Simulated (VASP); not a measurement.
Wanted: the native input for a VASP 6.6.1 run.

```yaml
Task: single point
Functional: LDA
Potentials_or_basis: VASP PAW LDA potentials, release 64 (Mg)
Cutoff: 600 eV
k_mesh: 11 × 11 × 11
Occupations: fermi-dirac, width 0.15 eV
Spin: no spin polarisation
Dipole_correction: no
Further_INCAR_settings: ALGO = Normal; EDIFF = 1e-06; NBANDS = 7
```

The structure of Mg lies in POSCAR:

```
Mg
1.0
   -1.4887030327      1.4887030327      1.4887030327
    1.4887030327     -1.4887030327      1.4887030327
    1.4887030327      1.4887030327     -1.4887030327
Mg
1
Direct
    0.0000000000      0.0000000000      0.0000000000
```

One way to write it, as run:

INCAR

```
  PREC = Accurate
  ENCUT = 600
  EDIFF = 1E-6
  ISMEAR = -1
  SIGMA = 0.15
  LREAL = F
  LASPH = T
  NELM = 120
  ALGO = Normal
  ISIF = 2
  LWAVE = F
  LCHARG = T
  LELF = T
  LVHAR = T
  NBANDS = 7
  GGA_COMPAT = F
```

KPOINTS

```
regular mesh
0
Gamma
  11 11 11
```

Potentials or basis: VASP PAW LDA potentials, release 64 (Mg).

Launch:

```sh
$ cat potpaw_LDA.64/Mg/POTCAR > POTCAR
$ mpirun -np 1 vasp_std > vasp.out
```

It gave:

| Property | Result |
| --- | --- |
| Pressure | 50.7 GPa |
| Band gap on the k mesh | zero (band 1 reaches 8.77 eV, above the bottom of band 2 at 5.42 eV) |

Wall time 11 s on 1 thread of Intel Xeon 8259CL, on a shared host, peak memory 0.13 GiB.
